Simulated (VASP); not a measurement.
**LuPd2O2: single point with PBE**

The system is LuPd2O2.

```xyz
5
Lattice="-2.1394 2.1394 4.2146 2.1394 -2.1394 4.2146 2.1394 2.1394 -4.2146" Properties=species:S:1:pos:R:3 pbc="T T T"
Lu    0.0000    0.0000    4.2146
Pd    0.0000    0.0000    7.0674
Pd    0.0000    0.0000    1.3618
O     0.0000    2.1394    0.0000
O     2.1394    0.0000    0.0000
```

The cell was generated, and may not be a known phase.

```json
{
  "Program": "VASP 6.6.1",
  "Task": "single point",
  "Functional": "PBE",
  "Potentials or basis": "VASP PAW PBE potentials, release 64 (Lu, Pd_sv_GW, O)",
  "Cutoff": "700 eV",
  "k mesh": "6 × 6 × 6",
  "Occupations": "gaussian, width 0.1 eV",
  "Spin": "no spin polarisation",
  "Dipole correction": "no",
  "Further INCAR settings": "ALGO = Normal; EDIFF = 1e-06; NBANDS = 44"
}
```

```yaml
Pressure: 0.2 GPa
Largest_force: 0.005 eV/Å
Band_gap_on_the_k_mesh: zero (an odd number of electrons rules out a gap without spin polarisation)
```

Forces on the atoms (eV/Å):
```
Lu   0.000  0.000  0.000
Pd   0.000  0.000  0.005
Pd   0.000  0.000 -0.005
O    0.000  0.000  0.000
O    0.000  0.000  0.000
```

Stress tensor (GPa, compression positive):
```
 0.36  0.00  0.00
 0.00  0.36  0.00
 0.00  0.00 -0.06
```

Levels at points of the mesh, in eV from the Fermi level:
| k point | band 32 | band 33 | band 34 | band 35 | band 36 | band 37 | band 38 | band 39 | band 40 | band 41 |
| --- | --- | --- | --- | --- | --- | --- | --- | --- | --- | --- |
| (0.00, 0.00, 0.00) | -1.20 | -0.88 | -0.80 | -0.31 | 0.10 | 0.10 | 0.17 | 3.35 | 3.35 | 4.87 |
| (0.50, 0.00, 0.00) | -1.32 | -0.94 | -0.64 | -0.57 | -0.48 | -0.12 | 1.10 | 2.48 | 5.15 | 6.36 |
| (0.50, 0.50, 0.00) | -1.49 | -1.29 | -1.13 | -0.84 | -0.20 | 0.25 | 2.36 | 3.21 | 3.62 | 5.18 |
| (0.50, 0.50, 0.50) | -1.04 | -1.04 | -0.49 | -0.49 | -0.31 | 0.23 | 1.54 | 2.83 | 4.53 | 5.11 |

It took 4.1 min on 1 thread of Intel(R) Xeon(R) Platinum 8259CL CPU @ 2.50GHz (Skylake/Cascade Lake), with other jobs on the host, peak memory 0.46 GiB.

Caveat: spin-orbit coupling is left out, which moves the levels of the heavy elements.
